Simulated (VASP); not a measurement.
# MgS (Fm-3m) in VASP: vibrations by perturbation theory with PBEsol

Aim: the vibrations by perturbation theory of MgS with PBEsol.

All numbers are computed with VASP 6.6.1; they aren't measurements. Logs are shortened: lines on timing, memory, paths and dates and some standing lists are left out, and cuts for length are marked.

### 1 The cell of the first run

The structure is cubic, space group Fm-3m (No. 225). The conventional cell has a = 5.182 Å, b = 5.182 Å, c = 5.182 Å, α = 90.00°, β = 90.00°, γ = 90.00°. Within 3.4 Å of Mg (site symmetry m-3m) lie 6 S at 2.59 Å. Within 3.4 Å of S (site symmetry m-3m) lie 6 Mg at 2.59 Å.

### 2 Vibrations by perturbation theory, PBEsol

INCAR

```
  PREC = Accurate
  ENCUT = 520
  EDIFF = 1E-8
  ISMEAR = 0
  SIGMA = 0.01
  LREAL = F
  LASPH = T
  NELM = 100
  ALGO = Normal
  ISIF = 2
  LWAVE = F
  LCHARG = F
  GGA = PS
  NBANDS = 11
  IBRION = 8
  NSW = 1
```

KPOINTS

```
Automatic mesh
0
Gamma
  8 8 8
```

POSCAR

```
MgS
1.0
    0.0000000000      2.5909610223      2.5909610223
    2.5909610223      0.0000000000      2.5909610223
    2.5909610223      2.5909610223      0.0000000000
Mg S
1 1
Direct
    0.0000000000      0.0000000000      0.0000000000
    0.5000000000      0.5000000000      0.5000000000
```

Potentials or basis: VASP PAW PBE potentials, release 64 (Mg, S).

Started as:

```sh
$ cat potpaw_PBE.64/Mg/POTCAR potpaw_PBE.64/S/POTCAR > POTCAR
$ mpirun -np 1 vasp_std > vasp.out
```

OUTCAR:

```text
PREC = Accurate
   ENCUT = 520
   EDIFF = 1E-8
   ISMEAR = 0
   LREAL = F
   LASPH = T
   NELM = 100
   ISIF = 2
   GGA = PS
   IBRION = 8
   NSW = 1

 ion  position               nearest neighbor table
   1  0.000  0.000  0.000-   2 2.59   2 2.59   2 2.59   2 2.59   2 2.59   2 2.59
   2  0.500  0.500  0.500-   1 2.59   1 2.59   1 2.59   1 2.59   1 2.59   1 2.59

  LATTYP: Found a face centered cubic cell.
 ALAT       =     5.1819220446

  Lattice vectors:

 A1 = (   0.0000000000,   2.5909610223,   2.5909610223)
 A2 = (   2.5909610223,   0.0000000000,   2.5909610223)
 A3 = (   2.5909610223,   2.5909610223,   0.0000000000)

Analysis of symmetry for initial positions (statically):
=====================================================================
 Subroutine PRICEL returns:
 Original cell was already a primitive cell.

 Routine SETGRP: Setting up the symmetry group for a
 face centered cubic supercell.

 Subroutine GETGRP returns: Found 48 space group operations
 (whereof 48 operations were pure point group operations)
 out of a pool of 48 trial point group operations.

The static configuration has the point symmetry O_h .

Analysis of symmetry for dynamics (positions and initial velocities):
=====================================================================
 Subroutine PRICEL returns:
 Original cell was already a primitive cell.

 Routine SETGRP: Setting up the symmetry group for a
 face centered cubic supercell.

 Subroutine GETGRP returns: Found 48 space group operations
 (whereof 48 operations were pure point group operations)
 out of a pool of 48 trial point group operations.

The dynamic configuration has the point symmetry O_h .

 Subroutine INISYM returns: Found 48 space group operations
 (whereof 48 operations are pure point group operations),
 and found     1 'primitive' translations

----------------------------------------------------------------------------------------

                                     Primitive cell

  volume of cell :      34.7867

  direct lattice vectors                    reciprocal lattice vectors
     0.000000000  2.590961022  2.590961022    -0.192978588  0.192978588  0.192978588
     2.590961022  0.000000000  2.590961022     0.192978588 -0.192978588  0.192978588
     2.590961022  2.590961022  0.000000000     0.192978588  0.192978588 -0.192978588

  length of vectors
     3.664172217  3.664172217  3.664172217     0.334248719  0.334248719  0.334248719

  position of ions in fractional coordinates (direct lattice)
     0.000000000  0.000000000  0.000000000
     0.500000000  0.500000000  0.500000000

  ion indices of the primitive-cell ions
   primitive index   ion index
                 1           1
                 2           2

----------------------------------------------------------------------------------------

 KPOINTS: Automatic mesh

Automatic generation of k-mesh.
 Grid dimensions read from file:
 generate k-points for:    8    8    8

 Generating k-lattice:

  Cartesian coordinates                     Fractional coordinates (reciprocal lattice)
    -0.024122324  0.024122324  0.024122324     0.125000000  0.000000000  0.000000000
     0.024122324 -0.024122324  0.024122324     0.000000000  0.125000000  0.000000000
     0.024122324  0.024122324 -0.024122324     0.000000000  0.000000000  0.125000000

  Length of vectors
     0.041781090  0.041781090  0.041781090

  Shift w.r.t. Gamma in fractional coordinates (k-lattice)
     0.000000000  0.000000000  0.000000000

 Subroutine IBZKPT returns following result:
 ===========================================

 Found     29 irreducible k-points:

 Following reciprocal coordinates:
            Coordinates               Weight
  0.000000  0.000000  0.000000      1.000000
  0.125000  0.000000  0.000000      8.000000
  0.250000  0.000000  0.000000      8.000000
  0.375000  0.000000  0.000000      8.000000
  0.500000  0.000000  0.000000      4.000000
  0.125000  0.125000  0.000000      6.000000
[... 16 lines left out ...]
  0.500000  0.250000  0.125000     48.000000
 -0.375000  0.250000  0.125000     24.000000
 [... further k-points ...]
   k-points           NKPTS =     29   k-points in BZ     NKDIM =     29   number of bands    NBANDS=     11
   number of dos      NEDOS =    301   number of ions     NIONS =      2
   total plane-waves  NPLWV =  21952
   dimension x,y,z NGX =    28 NGY =   28 NGZ =   28
   dimension x,y,z NGXF=    56 NGYF=   56 NGZF=   56
   ions per type =               1   1
   NGX,Y,Z   is equivalent  to a cutoff of  12.70, 12.70, 12.70 a.u.
   NGXF,Y,Z  is equivalent  to a cutoff of  25.41, 25.41, 25.41 a.u.
 SYSTEM =  unknown system
   PREC   = accura    normal or accurate (medium, high low for compatibility)
   ISTART =      0    job   : 0-new  1-cont  2-samecut
   ICHARG =      2    charge: 1-file 2-atom 10-const
   ISPIN  =      1    spin polarized calculation?
   LNONCOLLINEAR =      F non collinear calculations
   LSORBIT =      F    spin-orbit coupling
   LASPH  =      T    aspherical Exc in radial PAW
   ENCUT  =  520.0 eV  38.22 Ry    6.18 a.u.   6.81  6.81  6.81*2*pi/ulx,y,z
   NELM   =    100;   NELMIN=  2; NELMDL= -5     # of ELM steps
   EDIFF  = 0.1E-07   stopping-criterion for ELM
   LREAL  =      F    real-space projection
   EDIFFG = 0.1E-06   stopping-criterion for IOM
   NSW    =      1    number of steps for IOM
   IBRION =      8    ionic relax: 0-MD 1-quasi-New 2-CG
   NFREE  =      0    steps in history (QN), initial steepest desc. (CG)
   ISIF   =      2    stress and relaxation
   ISYM   =      2    0-nonsym 1-usesym 2-fastsym
   POTIM  = 0.5000    time-step for ionic-motion
   TEBEG  =    0.0;   TEEND  =   0.0 temperature during run
   PSTRESS=    0.0 pullay stress
   NELECT =       8.0000    total number of electrons
   NUPDOWN=      -1.0000    fix difference up-down
   EMIN   =  10.00;   EMAX   =-10.00  energy-range for DOS
   EFERMI =   0.00;   METHOD = LEGACY
   ISMEAR =     0;   SIGMA  =   0.01  broadening in eV -4-tet -1-fermi 0-gaus
   EFERMI_NEDOS =   21; number of points for ismear=-14 and -15
   IALGO  =     38    algorithm
   IMIX   =      4    mixing-type and parameters
     AMIX     =   0.40;   BMIX     =  1.00
     AMIX_MAG =   1.60;   BMIX_MAG =  1.00
  volume/ion in A,a.u.               =      17.39       117.38
  Fermi-wavevector in a.u.,A,eV,Ry     =   1.002999  1.895394 13.687563  1.006008
  Thomas-Fermi vector in A             =   2.135523
   LORBIT       =      0    0 simple, 1 ext, 2 COOP (PROOUT), +10 PAW based schemes
   GGA     = PS    functional components
   LHFCALC =     F    Hartree Fock is set to
   AEXX    =    0.0000 exact exchange contribution
   IVDW    =     0    specifies the selected vdW correction
   LEPSILON=     F    determine dielectric tensor
   LRPA    =     F    only Hartree local field effects (RPA)
 non-spin polarized calculation
 Gauss-broadening in eV      SIGMA  =   0.01
  energy-cutoff  :      520.00
  volume of cell :       34.79
 maximum number of plane-waves:       960
   NGX = 13   NGY = 13   NGZ = 13

--------------------------------------- Ionic step        1  -------------------------------------------

 number of electron       7.9999999 magnetization

 Free energy of the ion-electron system (eV)
  ---------------------------------------------------
  ext. energy  EPLUGINS =         0.00000000
  ---------------------------------------------------
  free energy    TOTEN  =        -9.07505855 eV

  energy without entropy =       -9.07505855  energy(sigma->0) =       -9.07505855

 E-fermi :   3.8587     XC(G=0):  -9.8878

 val. band max:        3.7862891872   @ k =   0.0000   0.0000   0.0000
 cond. band min:       6.5160937310   @ k =   0.5000   0.5000   0.0000
 fundamental gap:      2.7298045438
 Fermi energy:         3.8586552900

 k-point     1 :       0.0000    0.0000    0.0000
  band No.  band energies     occupation
      1      -8.9684      2.00000
      2       3.7863      2.00000
      3       3.7863      2.00000
      4       3.7863      2.00000
      5       7.4766      0.00000
      6      11.6326      0.00000
      7      11.6326      0.00000
      8      11.6326      0.00000
      9      14.1114      0.00000
     10      14.1114      0.00000
     11      16.1118      0.00000
[... 309 lines left out ...]
 k-point    24 :      -0.3750    0.2500    0.1250
  band No.  band energies     occupation
      1      -7.4060      2.00000
      2      -0.6404      2.00000
      3       1.5714      2.00000
      4       2.5941      2.00000
      5       9.3188      0.00000
      6       9.8014      0.00000
      7      12.1718      0.00000
      8      13.1771      0.00000
      9      16.0020      0.00000
     10      17.1060      0.00000
     11      19.2798      0.00000

 [... further k-points ...]
[... 5 lines left out ...]
  --------------------------------------------------------------------------------------
  -------------------------------------------------------------------------------------
  Total       -0.0415377     -0.0415377     -0.0415377      0.0000000      0.0000000      0.0000000
  in kB       -1.9131098     -1.9131098     -1.9131098      0.0000000      0.0000000      0.0000000
  external PRESSURE =      -1.9131098 kB  Pullay stress =       0.0000000 kB

 VOLUME and BASIS-vectors are now :
 -----------------------------------------------------------------------------
  energy-cutoff  :      520.00
  volume of cell :       34.79
      direct lattice vectors                 reciprocal lattice vectors
     0.000000000  2.590961022  2.590961022    -0.192978588  0.192978588  0.192978588
     2.590961022  0.000000000  2.590961022     0.192978588 -0.192978588  0.192978588
     2.590961022  2.590961022  0.000000000     0.192978588  0.192978588 -0.192978588

 POSITION                                       TOTAL-FORCE (eV/Angst)
 -----------------------------------------------------------------------------------
      0.00000      0.00000      0.00000         0.000000      0.000000      0.000000
      2.59096      2.59096      2.59096        -0.000000     -0.000000     -0.000000
 -----------------------------------------------------------------------------------
    total drift:                                0.000000      0.000000      0.000000

  FREE ENERGIE OF THE ION-ELECTRON SYSTEM (eV)
  ---------------------------------------------------
  free  energy   TOTEN  =        -9.0750585495 eV

  energy  without entropy=       -9.0750585495  energy(sigma->0) =       -9.07505855

[... ionic steps 2 to 3 ...]

--------------------------------------- Ionic step        4  -------------------------------------------

------------------------ aborting loop because EDIFF is reached ----------------------------------------

[... ionic steps 5 to 6 ...]

--------------------------------------- Ionic step        7  -------------------------------------------

 Free energy of the ion-electron system (eV)
  ---------------------------------------------------
  ---------------------------------------------------
  free energy    TOTEN  =        -0.10609436 eV

  energy without entropy =       -0.10609436

------------------------ aborting loop because EDIFF is reached ----------------------------------------

 INTERNAL STRAIN TENSOR  FOR ION    2  DIRECTION 1   (eV/Angst):
 -----------------------------------------------------------------------------
    -0.01297  0.00000  0.00000
    -0.00000  0.01570 -0.00000
     0.00000 -0.00000  0.01570

 INTERNAL STRAIN TENSOR FOR ION    2 for displacements in x,y,z  (eV/Angst):
          X           Y           Z          XY          YZ          ZX
  --------------------------------------------------------------------------------
  x     0.00000     0.00000     0.00000     0.00000     0.00000     0.00000
  y     0.00000     0.00000     0.00000     0.00000     0.00000     0.00000
  z     0.00000     0.00000     0.00000     0.00000     0.00000     0.00000

 SECOND DERIVATIVES (NOT SYMMETRIZED)
 ------------------------------------
               1X          1Y          1Z          2X          2Y          2Z
  1X    -2.998972    0.000000    0.000000    2.998972    0.000000    0.000000
  1Y     0.000000   -2.998972    0.000000    0.000000    2.998972    0.000000
  1Z     0.000000    0.000000   -2.998972    0.000000    0.000000    2.998972
  2X     2.998427    0.000000    0.000000   -2.998427    0.000000    0.000000
  2Y     0.000000    2.998427    0.000000    0.000000   -2.998427    0.000000
  2Z     0.000000    0.000000    2.998427    0.000000    0.000000   -2.998427

 Eigenvectors and eigenvalues of the dynamical matrix
 ----------------------------------------------------

   1 f  =    7.280774 THz    45.746453 2PiTHz  242.860482 cm-1    30.110849 meV
             X         Y         Z           dx          dy          dz
      0.000000  0.000000  0.000000    -0.754243    0.000000    0.000000
      2.590961  2.590961  2.590961     0.656595    0.000000    0.000000
[... 21 lines left out ...]
   6 f/i=    0.000328 THz     0.002060 2PiTHz    0.010935 cm-1     0.001356 meV
             X         Y         Z           dx          dy          dz
      0.000000  0.000000  0.000000     0.000000    0.257890    0.603829
      2.590961  2.590961  2.590961     0.000000    0.296244    0.693630

--------------------------------------------------------------------------------------------------------

 ELASTIC MODULI CONTR FROM IONIC RELAXATION (kBar)
 Direction    XX          YY          ZZ          XY          YZ          ZX
 --------------------------------------------------------------------------------
 XX           0.0000      0.0000      0.0000      0.0000      0.0000      0.0000
 YY           0.0000      0.0000      0.0000      0.0000      0.0000      0.0000
 ZZ           0.0000      0.0000      0.0000      0.0000      0.0000      0.0000
 XY           0.0000      0.0000      0.0000      0.0000      0.0000      0.0000
 YZ           0.0000      0.0000      0.0000      0.0000      0.0000      0.0000
 ZX           0.0000      0.0000      0.0000      0.0000      0.0000      0.0000
 --------------------------------------------------------------------------------
```

Run time: 73 s. Hardware: 1 thread of Intel Xeon Platinum 8259CL at 2.50GHz (Skylake/Cascade Lake), shared host; peak memory 0.21 GiB.

What came out:

| Property | Result |
| --- | --- |
| Highest phonon frequency at Γ, LO-TO splitting left out | 243 cm⁻¹ |

Phonon frequencies in cm⁻¹ (negative: imaginary):
```csv
q point,frequencies
"(0.000, 0.000, 0.000)",0 0 0 243 243 243
```

Caveat: the PAW data sets were made with another functional, which shifts forces and pressure a little.
